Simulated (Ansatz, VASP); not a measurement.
## Sb2As2C: VASP beside Ansatz

The input INCAR:

```
PREC = Accurate
ENCUT = 600
EDIFF = 1E-6
ISMEAR = 0
SIGMA = 0.1
LREAL = False
LASPH = True
NELM = 60
ALGO = Normal
ISIF = 3
LWAVE = False
LCHARG = False
GGA = PE
IBRION = 2
NSW = 90
EDIFFG = -0.04
```

Contents of KPOINTS:

```
Automatic mesh
0
Gamma
  4 4 4
```

Contents of POSCAR:

```
Sb2As2C
1.0
   -3.0456040000      3.3038427100      3.5442537900
    3.0456040000     -3.3038427100      3.5442537900
    3.0456040000      3.3038427100     -3.5442537900
Sb As C
2 2 1
Direct
    0.8172270400      0.5000000000      0.3172270400
    0.1827729600      0.5000000000      0.6827729600
    0.8737587900      0.8737587900      0.0000000000
    0.1262412100      0.1262412100      0.0000000000
    0.5000000000      0.5000000000      0.0000000000
```

Input for Ansatz:

```yaml
crystal:
  lattice:
    - [-3.045604, 3.30384271, 3.54425379]
    - [3.045604, -3.30384271, 3.54425379]
    - [3.045604, 3.30384271, -3.54425379]
  atoms:
    - { symbol: Sb, position: [0.81722704, 0.5, 0.31722704] }
    - { symbol: Sb, position: [0.18277296, 0.5, 0.68277296] }
    - { symbol: As, position: [0.87375879, 0.87375879, 0.0] }
    - { symbol: As, position: [0.12624121, 0.12624121, 0.0] }
    - { symbol: C, position: [0.5, 0.5, 0.0] }
basis:
  ecutwfc: 420
kpoints:
  mp_grid: { grid: [4, 4, 4] }
hamiltonian:
  xc: pbe
scf:
  occupations: { method: gaussian, width: 0.1 }
  lower_state_search: "off"
output:
  forces: true
  stress: true
  eigenvalues: true
relax:
  adjacent_minimum: "off"
  f_tol: 0.04
  max_steps: 70
  cell: { stress_tol: 0.4 }
```

Alike in both runs: task relaxation of cell and atoms; functional PBE; k mesh 4 × 4 × 4; occupations gaussian, width 0.1 eV; no spin polarisation.

```csv
,VASP,Ansatz
version,VASP 6.6.1,Ansatz 0.2.0
potentials or method,"VASP PAW PBE potentials, release 64 (Sb, As, C), cutoff 600 eV","scalar-relativistic, plane waves, PAW"
valence electrons in the cell,24,64
```

|  | VASP | Ansatz | Ansatz less VASP |
| --- | --- | --- | --- |
| gap on the k mesh at the Fermi level, each at its own relaxed structure (eV) | none | none | - |
| relaxed volume (Å³/atom) | 22.54 | 22.63 | +0.083 |
| relaxed cell length with the largest relative difference (Å) | 5.892 | 5.915 | +0.0224 |

A gap of «none» marks a metal or a gap that the smearing closes. VASP's potentials hold 24 valence electrons a cell and Ansatz's 64, so a difference there can come from the potentials and not from the codes.

Spin-orbit coupling is off throughout. Noted on VASP's run: the volume moved by over 15 % at a fixed basis, so the end points are rough.
